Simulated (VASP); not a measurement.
A run of VASP 6.6.1:

Contents of INCAR:

```
SYSTEM = Al4H3S4O20
PREC = Accurate
ENCUT = 520
EDIFF = 1E-7
ISMEAR = -1
SIGMA = 0.05
LREAL = Auto
LASPH = .True.
NELM = 60
ALGO = Normal
ISIF = 2
LWAVE = .False.
LCHARG = .False.
GGA = PS
NBANDS = 100
NELECT = 160.0
```

File KPOINTS:

```
regular mesh
0
Gamma
  2 2 2
  0 0 0
```

Contents of POSCAR:

```
Al4H3S4O20
1.0
    0.1501280000      3.6637270000      6.2503170000
    0.1501280000     -3.6637270000      6.2503170000
    7.2288020000      0.0000000000      0.0000000000
Al H S O
4 3 4 20
Direct
    0.0131488389      0.0309449247      0.5008824825
    0.2872784163      0.2380389396      0.2455227237
    0.5091340331      0.5133101085      0.0036109034
    0.7306192384      0.8041509180      0.7670134036
    0.5707250076      0.2811837836      0.2430284627
    0.4619234591      0.8569856458      0.9984081476
   -0.0434302000      0.7210918290      0.5252411139
    0.5365720851      0.7348674275      0.3811172763
    0.0320893399      0.7396475176      0.1198595132
    0.9994210595      0.2675706787      0.9077975942
    0.5355629367      0.2623165949      0.6282944175
    0.2013169555      0.1845034757      0.0183263493
    0.0541370849      0.1206540497      0.7568002217
    0.3949472421      0.3339437885      0.4796608134
    0.4619268385      0.4165086073      0.7871874542
    0.3506561163      0.8017814321      0.4997767065
    0.4761809978      0.9286437495      0.2772930384
    0.2176068819      0.6819154944     -0.0162051050
    0.0040611462      0.5601342379      0.1815236433
    0.0980648939      0.2148312360      0.4010243371
    0.4575515148      0.3167932105      0.1410398535
    0.7086492545      0.6806722791      0.5194669790
    0.5746729154      0.5625814031      0.2556670225
    0.8286679585      0.8734857083      1.0038536225
    1.0448776757      0.8850404389      0.2636488388
    0.8103848300      0.3024867252      1.0222201160
    0.9763823312      0.4742160945      0.8215918156
    0.7413626183      0.2285241890      0.5270434622
    0.5725722843      0.0686591925      0.7236791381
    0.5321593683      0.7646548572      0.8930403508
    0.9382399548      0.8420537487      0.6065635865
```

Potentials or basis: VASP PAW PBE potentials, release 64 (Al, H, S, O).

The run is started by

```sh
$ cat potpaw_PBE.64/Al/POTCAR potpaw_PBE.64/H/POTCAR potpaw_PBE.64/S/POTCAR potpaw_PBE.64/O/POTCAR > POTCAR
$ mpirun -np 1 vasp_std > vasp.out
```

Hardware: 1 thread of Intel(R) Xeon(R) Platinum 8488C (Sapphire Rapids), on a shared host.

Estimate the wall time of this run.

It took 6.5 min on 1 thread of Intel(R) Xeon(R) Platinum 8488C (Sapphire Rapids) (shared host), peak memory 0.47 GiB. Counts: scf iterations 17, k points 8.
